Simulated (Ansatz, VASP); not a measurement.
**InP in VASP and in Ansatz**

```
In P
1.0
     0.00000    2.80714    2.69620
     2.80714    0.00000    2.69620
     2.80714    2.80714    0.00000
In P
1 1
Direct
  0.00000 0.00000 0.00000
  0.50000 0.50000 0.50000
```

Change from the starting cell: strain +e along x and -e along y +0.0000, strain +e along z and -e/2 along x and y -0.0267.

Alike in both runs: task single point; functional PBE; k mesh 18 × 18 × 18; occupations gaussian, width 0.15 eV; no spin polarisation.

```csv
,VASP,Ansatz
version,VASP 6.6.1,Ansatz 0.2.0
potentials or method,"VASP PAW PBE potentials, release 64 (In_d, P), cutoff 520 eV","scalar-relativistic, plane waves, PAW"
valence electrons in the cell,18,18
```

Ansatz gave:

- gap on the k mesh at the Fermi level (eV): none
- pressure (GPa): 0.3
- traceless stress, the component that is largest in VASP (GPa): 3.17

Estimate VASP's values.

gap on the k mesh at the Fermi level (eV): none; pressure (GPa): 0.2; traceless stress, the component that is largest in VASP (GPa): 3.16.

A gap of «none» marks a metal or a gap that the smearing closes.
